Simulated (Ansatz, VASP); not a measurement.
# NbCd3: VASP beside Ansatz

INCAR

```
PREC = Accurate
ENCUT = 520
EDIFF = 1E-8
ISMEAR = -1
SIGMA = 0.08
LREAL = F
LASPH = T
NELM = 80
ALGO = Normal
ISIF = 2
LWAVE = F
LCHARG = F
GGA = PE
LEFG = T
NBANDS = 32
```

File KPOINTS:

```
Automatic mesh
0
Gamma
  9 9 9
```

The input POSCAR:

```
NbCd3
1.0
    4.2150000000      0.0000000000      0.0000000000
    0.0000000000      4.2150000000      0.0000000000
    0.0000000000      0.0000000000      4.2150000000
Nb Cd
1 3
Direct
    0.0000000000      0.0000000000      0.0000000000
    0.0000000000      0.5000000000      0.5000000000
    0.5000000000      0.0000000000      0.5000000000
    0.5000000000      0.5000000000      0.0000000000
```

Input for Ansatz:

```yaml
crystal:
  lattice:
    - [4.215, 0.0, 0.0]
    - [0.0, 4.215, 0.0]
    - [0.0, 0.0, 4.215]
  atoms:
    - { symbol: Nb, position: [0.0, 0.0, 0.0] }
    - { symbol: Cd, position: [0.0, 0.5, 0.5] }
    - { symbol: Cd, position: [0.5, 0.0, 0.5] }
    - { symbol: Cd, position: [0.5, 0.5, 0.0] }
kpoints:
  mp_grid: { grid: [9, 9, 9] }
  band_path:
    path:
      - [0.0, 0.0, 0.0]
      - [0.0, 0.5, 0.0]
      - [0.5, 0.5, 0.0]
      - [0.0, 0.0, 0.0]
      - [0.5, 0.5, 0.5]
      - [0.0, 0.5, 0.0]
      - [0.5, 0.5, 0.5]
      - [0.5, 0.5, 0.0]
    npoints: 8
scf:
  occupations: { method: fermi_dirac, width: 0.08 }
hamiltonian:
  xc: pbe
  pseudopotentials: { kind: all_electron, datasets: crystal }
output:
  forces: true
  stress: true
  eigenvalues: true
  efg: { contact_densities: true }
```

Alike in both runs: task electric field gradients; functional PBE; k mesh 9 × 9 × 9; occupations fermi-dirac, width 0.08 eV; no spin polarisation.

|  | VASP | Ansatz |
| --- | --- | --- |
| version | VASP 6.6.1 | Ansatz 0.2.0 |
| potentials or method | VASP PAW PBE potentials, release 64 (Nb_sv, Cd), cutoff 520 eV | all-electron PAW with datasets made for the crystal, scalar-relativistic |

Ansatz gave:

* pressure (GPa): 7.2
* size of Vzz on the site where it differs most (V/Å²): 118.1

What did VASP give for the same quantities?

Pressure (GPa): 7.7; size of Vzz on the site where it differs most (V/Å²): 110.1.

Ansatz ran all-electron here, and VASP with PAW potentials.
